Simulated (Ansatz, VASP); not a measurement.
# Two plane-wave programs on Ir

The input INCAR:

```
PREC     = Accurate       # precision mode
ENCUT    = 560            # plane-wave cutoff, eV
EDIFF    = 1E-6           # SCF threshold, eV
ISMEAR   = 0              # smearing method
SIGMA    = 0.15           # smearing width, eV
LREAL    = F              # projectors in reciprocal space
LASPH    = T              # aspherical terms in the spheres
NELM     = 120            # most SCF steps
ALGO     = Normal         # electronic algorithm
ISIF     = 2              # what is computed and relaxed
LWAVE    = F              # write WAVECAR
LCHARG   = F              # write CHGCAR
NBANDS   = 14             # bands
GGA_COMPAT= F
```

KPOINTS

```
Automatic mesh
0
Gamma
  8 8 8
```

Contents of POSCAR:

```
Ir
1.0
    0.0000000000      1.9197000000      1.9484955000
    1.9197000000      0.0000000000      1.9484955000
    1.9197000000      1.9197000000      0.0000000000
Ir
1
Direct
    0.0000000000      0.0000000000      0.0000000000
```

Input for Ansatz:

```yaml
crystal:
  lattice:
    - [0.0, 1.9197, 1.9484955]
    - [1.9197, 0.0, 1.9484955]
    - [1.9197, 1.9197, 0.0]
  atoms:
    - { symbol: Ir, position: [0.0, 0.0, 0.0] }
basis:
  ecutwfc: 420
kpoints:
  mp_grid: { grid: [8, 8, 8] }
hamiltonian:
  xc: lda
scf:
  occupations: { method: gaussian, width: 0.15 }
output:
  forces: true
  stress: true
  eigenvalues: true
```

Change from the starting cell: strain +0.0150 x Voigt [0, 0, 1, 0, 0, 0], atoms carried along.

Alike in both runs: task single point; functional LDA; k mesh 8 × 8 × 8; occupations gaussian, width 0.15 eV; no spin polarisation.

|  | VASP | Ansatz |
| --- | --- | --- |
| version | VASP 6.6.1 | Ansatz 0.2.0 |
| potentials or method | VASP PAW LDA potentials, release 64 (Ir_sv_GW), cutoff 560 eV | scalar-relativistic, plane waves, PAW |
| valence electrons in the cell | 17 | 17 |

Ansatz gave:

- gap on the k mesh at the Fermi level (eV): none
- pressure (GPa): -12.2
- traceless stress, the component that is largest in VASP (GPa): -3.46

Task: Which values does VASP return?

Result: gap on the k mesh at the Fermi level (eV): none; pressure (GPa): -12.6; traceless stress, the component that is largest in VASP (GPa): -3.43.

LDA's correlation is that of Perdew and Zunger in VASP and of Perdew and Wang (1992) in Ansatz. A gap of «none» marks a metal or a gap that the smearing closes.

Spin-orbit coupling is off throughout.
